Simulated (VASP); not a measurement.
# Be5Te (P321) in VASP: relaxation of cell and atoms with PBE

Aim: the relaxation of cell and atoms of Be5Te with PBE.

Everything below comes from runs of VASP 6.6.1. Logs are shortened: lines on timing, memory, paths and dates and some standing lists are left out, and cuts for length are marked.

### 1 The cell of the first run

Symmetry: P321, No. 150, trigonal system. Conventional cell: a = 3.926 Å, b = 3.926 Å, c = 10.853 Å, α = 90.00°, β = 90.00°, γ = 120.00°. Within 2.9 Å of Be (site symmetry 32) lie 12 Be at 2.21 to 2.27 Å. Be (site symmetry 1) has 9 Be at 2.21 to 2.28 Å and 1 Te at 2.59 Å within 2.9 Å. Within 2.9 Å of Be (site symmetry 3) lie 12 Be at 2.21 to 2.27 Å. Within 3.5 Å of Be (site symmetry 32) lie 6 Te at 2.67 Å. Within 3.7 Å of Te (site symmetry 3) lie 9 Be at 2.59 to 3.43 Å and 3 Te at 3.62 Å.

### 2 Relaxation of cell and atoms, PBE

INCAR

```
PREC = Accurate
ENCUT = 600
EDIFF = 1E-6
ISMEAR = 0
SIGMA = 0.1
LREAL = False
LASPH = True
NELM = 80
ALGO = Fast
ISIF = 3
LWAVE = False
LCHARG = False
GGA = PE
IBRION = 2
NSW = 100
EDIFFG = -0.01
```

KPOINTS

```
regular mesh
0
Gamma
  12 12 4
```

POSCAR

```
Be5Te
1.0
    3.9263429251      0.0000000000      0.0000000000
   -1.9631714626      3.4003127171      0.0000000000
    0.0000000000      0.0000000000     10.8533215894
Be Te
10 2
Direct
    0.0000000000      0.0000000000      0.0000000000
    0.0020135264      0.6690792381      0.8357452942
    0.6670657118      0.9979864736      0.8357452942
    0.6666666667      0.3333333333      0.0001470986
    0.3333333333      0.6666666667      0.9998529014
    0.3309207619      0.3329342882      0.8357452942
    0.9979864736      0.6670657118      0.1642547058
    0.3329342882      0.3309207619      0.1642547058
    0.6690792381      0.0020135264      0.1642547058
    0.0000000000      0.0000000000      0.5000000000
    0.6666666667      0.3333333333      0.6300200539
    0.3333333333      0.6666666667      0.3699799461
```

Potentials or basis: VASP PAW PBE potentials, release 64 (Be, Te).

The run is started by

```bash
$ cat potpaw_PBE.64/Be/POTCAR potpaw_PBE.64/Te/POTCAR > POTCAR
$ mpirun -np 1 vasp_std > vasp.out
```

OUTCAR:

```text
PREC = Accurate
   ENCUT = 600
   EDIFF = 1E-6
   ISMEAR = 0
   LREAL = False
   LASPH = True
   NELM = 80
   ISIF = 3
   GGA = PE
   IBRION = 2
   NSW = 100
   EDIFFG = -0.01

 ion  position               nearest neighbor table
   1  0.000  0.000  0.000-   3 2.21   7 2.21   8 2.21   6 2.21   9 2.21   2 2.21   4 2.27   5 2.27
                             4 2.27   5 2.27   4 2.27   5 2.27
   2  0.002  0.669  0.836-   1 2.21   5 2.21   4 2.22   6 2.26   3 2.26   3 2.26   6 2.26   6 2.28
                             3 2.28  11 2.59
   3  0.667  0.998  0.836-   1 2.21   5 2.21   4 2.22   6 2.26   2 2.26   2 2.26   6 2.26   2 2.28
                             6 2.28  11 2.59
   4  0.667  0.333  0.000-   9 2.21   7 2.21   8 2.21   2 2.22   6 2.22   3 2.22   1 2.27   1 2.27
                             1 2.27   5 2.27   5 2.27   5 2.27
   5  0.333  0.667  1.000-   2 2.21   3 2.21   6 2.21   9 2.22   7 2.22   8 2.22   1 2.27   1 2.27
                             1 2.27   4 2.27   4 2.27   4 2.27
   6  0.331  0.333  0.836-   1 2.21   5 2.21   4 2.22   3 2.26   2 2.26   3 2.26   2 2.26   2 2.28
                             3 2.28  11 2.59
   7  0.998  0.667  0.164-   1 2.21   4 2.21   5 2.22   8 2.26   9 2.26   8 2.26   9 2.26   9 2.28
                             8 2.28  12 2.59
   8  0.333  0.331  0.164-   1 2.21   4 2.21   5 2.22   9 2.26   7 2.26   7 2.26   9 2.26   9 2.28
                             7 2.28  12 2.59
   9  0.669  0.002  0.164-   1 2.21   4 2.21   5 2.22   8 2.26   7 2.26   7 2.26   8 2.26   7 2.28
                             8 2.28  12 2.59
  10  0.000  0.000  0.500-  11 2.67  12 2.67  11 2.67  12 2.67  11 2.67  12 2.67
  11  0.667  0.333  0.630-   2 2.59   6 2.59   3 2.59  10 2.67  10 2.67  10 2.67  12 3.62  12 3.62
                            12 3.62
  12  0.333  0.667  0.370-   9 2.59   7 2.59   8 2.59  10 2.67  10 2.67  10 2.67  11 3.62  11 3.62
                            11 3.62

  LATTYP: Found a hexagonal cell.
 ALAT       =     3.9263429251
 C/A-ratio  =     2.7642317027

  Lattice vectors:

 A1 = (   3.9263429251,   0.0000000000,   0.0000000000)
 A2 = (  -1.9631714626,   3.4003127171,   0.0000000000)
 A3 = (   0.0000000000,   0.0000000000,  10.8533215894)

Analysis of symmetry for initial positions (statically):
=====================================================================
 Subroutine PRICEL returns:
 Original cell was already a primitive cell.

 Routine SETGRP: Setting up the symmetry group for a
 hexagonal supercell.

 Subroutine GETGRP returns: Found  6 space group operations
 (whereof  6 operations were pure point group operations)
 out of a pool of 24 trial point group operations.

The static configuration has the point symmetry D_3 .

Analysis of symmetry for dynamics (positions and initial velocities):
=====================================================================
 Subroutine PRICEL returns:
 Original cell was already a primitive cell.

 Routine SETGRP: Setting up the symmetry group for a
 hexagonal supercell.

 Subroutine GETGRP returns: Found  6 space group operations
 (whereof  6 operations were pure point group operations)
 out of a pool of 24 trial point group operations.

The dynamic configuration has the point symmetry D_3 .

 Subroutine INISYM returns: Found  6 space group operations
 (whereof  6 operations are pure point group operations),
 and found     1 'primitive' translations

----------------------------------------------------------------------------------------

                                     Primitive cell

  volume of cell :     144.9005

  direct lattice vectors                    reciprocal lattice vectors
     3.926342925  0.000000000  0.000000000     0.254689929  0.147045299  0.000000000
    -1.963171463  3.400312717  0.000000000     0.000000000  0.294090598  0.000000000
     0.000000000  0.000000000 10.853321589     0.000000000  0.000000000  0.092137692

  length of vectors
     3.926342925  3.926342925 10.853321589     0.294090598  0.294090598  0.092137692

  position of ions in fractional coordinates (direct lattice)
     0.000000000  0.000000000  0.000000000
     0.002013526  0.669079238  0.835745294
     0.667065712  0.997986474  0.835745294
     0.666666667  0.333333333  0.000147099
     0.333333333  0.666666667  0.999852901
     0.330920762  0.332934288  0.835745294
     0.997986474  0.667065712  0.164254706
     0.332934288  0.330920762  0.164254706
     0.669079238  0.002013526  0.164254706
     0.000000000  0.000000000  0.500000000
     0.666666667  0.333333333  0.630020054
     0.333333333  0.666666667  0.369979946

  ion indices of the primitive-cell ions
   primitive index   ion index
                 1           1
                 2           2
                 3           3
                 4           4
                 5           5
                 6           6
                 7           7
                 8           8
                 9           9
                10          10
                11          11
                12          12

----------------------------------------------------------------------------------------

 KPOINTS: regular mesh

Automatic generation of k-mesh.
 Grid dimensions read from file:
 generate k-points for:   12   12    4

 Generating k-lattice:

  Cartesian coordinates                     Fractional coordinates (reciprocal lattice)
     0.021224161  0.012253775  0.000000000     0.083333333  0.000000000  0.000000000
     0.000000000  0.024507550  0.000000000     0.000000000  0.083333333  0.000000000
     0.000000000  0.000000000  0.023034423     0.000000000  0.000000000  0.250000000

  Length of vectors
     0.024507550  0.024507550  0.023034423

  Shift w.r.t. Gamma in fractional coordinates (k-lattice)
     0.000000000  0.000000000  0.000000000

 Subroutine IBZKPT returns following result:
 ===========================================

 Found     69 irreducible k-points:

 Following reciprocal coordinates:
            Coordinates               Weight
  0.000000  0.000000  0.000000      1.000000
  0.083333 -0.000000  0.000000      6.000000
  0.166667  0.000000  0.000000      6.000000
  0.250000 -0.000000  0.000000      6.000000
  0.333333 -0.000000  0.000000      6.000000
  0.416667  0.000000  0.000000      6.000000
[... 16 lines left out ...]
  0.166667  0.000000  0.250000      6.000000
  0.000000  0.166667  0.250000      6.000000
 [... further k-points ...]
   k-points           NKPTS =     69   k-points in BZ     NKDIM =     69   number of bands    NBANDS=     23
   number of dos      NEDOS =    301   number of ions     NIONS =     12
   total plane-waves  NPLWV =  92160
   dimension x,y,z NGX =    32 NGY =   32 NGZ =   90
   dimension x,y,z NGXF=    64 NGYF=   64 NGZF=  180
   ions per type =              10   2
   NGX,Y,Z   is equivalent  to a cutoff of  13.55, 13.55, 13.79 a.u.
   NGXF,Y,Z  is equivalent  to a cutoff of  27.10, 27.10, 27.57 a.u.
 SYSTEM =  unknown system
   PREC   = accura    normal or accurate (medium, high low for compatibility)
   ISTART =      0    job   : 0-new  1-cont  2-samecut
   ICHARG =      2    charge: 1-file 2-atom 10-const
   ISPIN  =      1    spin polarized calculation?
   LNONCOLLINEAR =      F non collinear calculations
   LSORBIT =      F    spin-orbit coupling
   LASPH  =      T    aspherical Exc in radial PAW
   ENCUT  =  600.0 eV  44.10 Ry    6.64 a.u.   7.84  7.84 21.68*2*pi/ulx,y,z
   NELM   =     80;   NELMIN=  2; NELMDL= -5     # of ELM steps
   EDIFF  = 0.1E-05   stopping-criterion for ELM
   LREAL  =      F    real-space projection
   EDIFFG = -.1E-01   stopping-criterion for IOM
   NSW    =    100    number of steps for IOM
   IBRION =      2    ionic relax: 0-MD 1-quasi-New 2-CG
   NFREE  =      1    steps in history (QN), initial steepest desc. (CG)
   ISIF   =      3    stress and relaxation
   ISYM   =      2    0-nonsym 1-usesym 2-fastsym
   POTIM  = 0.5000    time-step for ionic-motion
   TEBEG  =    0.0;   TEEND  =   0.0 temperature during run
   PSTRESS=    0.0 pullay stress
   NELECT =      32.0000    total number of electrons
   NUPDOWN=      -1.0000    fix difference up-down
   EMIN   =  10.00;   EMAX   =-10.00  energy-range for DOS
   EFERMI =   0.00;   METHOD = LEGACY
   ISMEAR =     0;   SIGMA  =   0.10  broadening in eV -4-tet -1-fermi 0-gaus
   EFERMI_NEDOS =   21; number of points for ismear=-14 and -15
   IALGO  =     68    algorithm
   IMIX   =      4    mixing-type and parameters
     AMIX     =   0.40;   BMIX     =  1.00
     AMIX_MAG =   1.60;   BMIX_MAG =  1.00
  volume/ion in A,a.u.               =      12.08        81.49
  Fermi-wavevector in a.u.,A,eV,Ry     =   0.989544  1.869966 13.322776  0.979196
  Thomas-Fermi vector in A             =   2.121150
   LORBIT       =      0    0 simple, 1 ext, 2 COOP (PROOUT), +10 PAW based schemes
   GGA     = PE    functional components
   LHFCALC =     F    Hartree Fock is set to
   AEXX    =    0.0000 exact exchange contribution
   IVDW    =     0    specifies the selected vdW correction
   LEPSILON=     F    determine dielectric tensor
   LRPA    =     F    only Hartree local field effects (RPA)
 conjugate gradient relaxation of ions
 non-spin polarized calculation
 RMM-DIIS sequential band-by-band and
 Gauss-broadening in eV      SIGMA  =   0.10
  energy-cutoff  :      600.00
  volume of cell :      144.90
 maximum number of plane-waves:      4870
   NGX = 15   NGY = 15   NGZ = 43

--------------------------------------- Ionic step        1  -------------------------------------------

 number of electron      32.0000000 magnetization

 Free energy of the ion-electron system (eV)
  ---------------------------------------------------
  ext. energy  EPLUGINS =         0.00000000
  ---------------------------------------------------
  free energy    TOTEN  =       -42.11648565 eV

  energy without entropy =      -42.10761072  energy(sigma->0) =      -42.11204819

------------------------ aborting loop because EDIFF is reached ----------------------------------------

  FORCE on cell =-STRESS in cart. coord.  units (eV):
  Direction    XX          YY          ZZ          XY          YZ          ZX
  --------------------------------------------------------------------------------------
  -------------------------------------------------------------------------------------
  Total        0.0741030      0.0741030     -0.5002902     -0.0000000      0.0000000      0.0000000
  in kB        0.8193637      0.8193637     -5.5317531     -0.0000000      0.0000000      0.0000000
  external PRESSURE =      -1.2976752 kB  Pullay stress =       0.0000000 kB
[... 307 lines left out ...]
  energy  without entropy=      -42.1094128431  energy(sigma->0) =      -42.11401495

--------------------------------------- Ionic step        8  -------------------------------------------

 number of electron      32.0000000 magnetization

 Free energy of the ion-electron system (eV)
  ---------------------------------------------------
  ext. energy  EPLUGINS =         0.00000000
  ---------------------------------------------------
  free energy    TOTEN  =       -42.11865526 eV

  energy without entropy =      -42.10943395  energy(sigma->0) =      -42.11404460

 E-fermi :   6.6846     XC(G=0): -10.1131

 val. band max:        6.6617747809   @ k =   0.0833  -0.0000   0.0000
 cond. band min:       6.6866834014   @ k =   0.0833  -0.0000   0.2500
 fundamental gap:      0.0249086205
 Fermi energy:         6.6846287593

 k-point     1 :       0.0000    0.0000    0.0000
  band No.  band energies     occupation
      1      -6.5580      2.00000
      2      -5.4458      2.00000
      3      -3.5072      2.00000
      4      -1.0873      2.00000
      5      -0.0144      2.00000
      6       3.3278      2.00000
[... 613 lines left out ...]
     22       9.5516      0.00000
     23       9.9123      0.00000

 [... further k-points ...]
[... 5 lines left out ...]
  --------------------------------------------------------------------------------------
  -------------------------------------------------------------------------------------
  Total       -0.0282561     -0.0282561     -0.0027880      0.0000000      0.0000000      0.0000000
  in kB       -0.3127196     -0.3127196     -0.0308553      0.0000000      0.0000000      0.0000000
  external PRESSURE =      -0.2187648 kB  Pullay stress =       0.0000000 kB
[... 27 lines left out ...]
  FREE ENERGIE OF THE ION-ELECTRON SYSTEM (eV)
  ---------------------------------------------------
  free  energy   TOTEN  =       -42.1186552556 eV

  energy  without entropy=      -42.1094339472  energy(sigma->0) =      -42.11404460

 reached required accuracy - stopping structural energy minimisation
```

Wall time 26 min (1 thread of Oxide Virtual Turin-like, shared host); peak memory 0.44 GiB.

What came out:

```yaml
Free_energy: -42.1187 eV
Relaxed_volume: 12.06 Å³/atom
Relaxed_cell: a = 3.931 Å, b = 3.931 Å, c = 10.818 Å, α = 90.00°, β = 90.00°, γ = 120.00°
Space_group_after_relaxing_to_0.1_Å: P321 (No. 150)
Energy_gained_by_relaxing: 0.2 meV/atom
Ionic_steps: 8
Pressure_after_relaxing: 0.0 GPa
Largest_force_after_relaxing: 0.005 eV/Å
Band_gap_on_the_k_mesh: zero (bands 16 and 17 overlap by 1.89 eV)
```

Forces in eV/Å, atoms in the order of the input:
```
Be   0.000  0.000  0.000
Be   0.002  0.001  0.002
Be   0.000 -0.002  0.002
Be   0.000  0.000 -0.003
Be   0.000  0.000  0.003
Be  -0.002  0.001  0.002
Be  -0.002 -0.001 -0.002
Be   0.002 -0.001 -0.002
Be   0.000  0.002 -0.002
Be   0.000  0.000  0.000
Te   0.000  0.000  0.005
Te   0.000  0.000 -0.005
```

Step by step:
| step | energy change (eV) | largest force (eV/Å) | pressure (GPa) | volume (Å³) |
| --- | --- | --- | --- | --- |
| 1 | 0.0000 | 0.0571 | -0.13 | 144.90 |
| 2 | -0.0016 | 0.0321 | 0.01 | 144.70 |
| 3 | -0.0020 | 0.0151 | 0.11 | 144.55 |
| 4 | -0.0020 | 0.0162 | 0.11 | 144.53 |
| 5 | -0.0021 | 0.0130 | 0.01 | 144.72 |
| 6 | -0.0021 | 0.0114 | -0.05 | 144.83 |
| 7 | -0.0021 | 0.0122 | -0.04 | 144.80 |
| 8 | -0.0022 | 0.0049 | -0.02 | 144.77 |

Final structure:
```
Be Te
1.0
     3.93100    0.00000    0.00000
    -1.96550    3.40435    0.00000
     0.00000    0.00000   10.81757
Be Te
10 2
Direct
  0.00000 0.00000 0.00000
  0.00352 0.67040 0.83612
  0.66688 0.99648 0.83612
  0.66667 0.33333 0.00022
  0.33333 0.66667 0.99978
  0.32960 0.33312 0.83612
  0.99648 0.66688 0.16388
  0.33312 0.32960 0.16388
  0.67040 0.00352 0.16388
  0.00000 0.00000 0.50000
  0.66667 0.33333 0.62989
  0.33333 0.66667 0.37011
```

Levels at points of the mesh, in eV from the Fermi level:
```
           k point  band 14  band 15  band 16  band 17  band 18  band 19
(0.00, 0.00, 0.00)    -0.64    -0.64    -0.35     0.07     0.10     0.48
(0.50, 0.00, 0.00)    -2.31    -1.18    -0.60     0.60     1.39     1.82
(0.00, 0.00, 0.50)    -0.68    -0.55    -0.37     0.07     0.10     1.22
(0.50, 0.00, 0.50)    -2.23    -1.19    -1.03    -0.90     1.82     2.05
```

Caveat: spin-orbit coupling is left out, which moves the levels of the heavy elements.

The gap in the log of VASP goes by the Fermi energy; the results here count the filled bands.